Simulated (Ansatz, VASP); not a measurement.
# Hf in VASP and in Ansatz

```
CELL_PARAMETERS angstrom
0.00000 2.22000 2.35320
2.22000 0.00000 2.35320
2.22000 2.22000 0.00000
ATOMIC_POSITIONS crystal
Hf 0.00000 0.00000 0.00000
```

Change from the starting cell: strain +0.0600 x Voigt [0, 0, 1, 0, 0, 0], atoms carried along.

Alike in both runs: task single point; functional r2SCAN; k mesh 18 × 18 × 18; occupations gaussian, width 0.15 eV; no spin polarisation.

|  | VASP | Ansatz |
| --- | --- | --- |
| version | VASP 6.6.1 | Ansatz 0.2.0 |
| potentials or method | VASP PAW PBE potentials, release 64 (Hf_pv), cutoff 520 eV | scalar-relativistic, plane waves, PAW |
| valence electrons in the cell | 10 | 26 |

Ansatz gave:

```
gap on the k mesh at the Fermi level (eV)                     : none
pressure (GPa)                                                : -3.2
traceless stress, the component that is largest in VASP (GPa) : -2.20
```

Q: What did VASP give for the same quantities?

A: gap on the k mesh at the Fermi level (eV): none; pressure (GPa): -3.7; traceless stress, the component that is largest in VASP (GPa): -2.21.

VASP's potentials were made for PBE, not for r2SCAN. A gap of «none» marks a metal or a gap that the smearing closes. With one functional, cell and mesh, what is left measures potentials, basis and numerics. VASP's potentials hold 10 valence electrons a cell and Ansatz's 26, so a difference there can come from the potentials and not from the codes.

Spin-orbit coupling is off throughout.
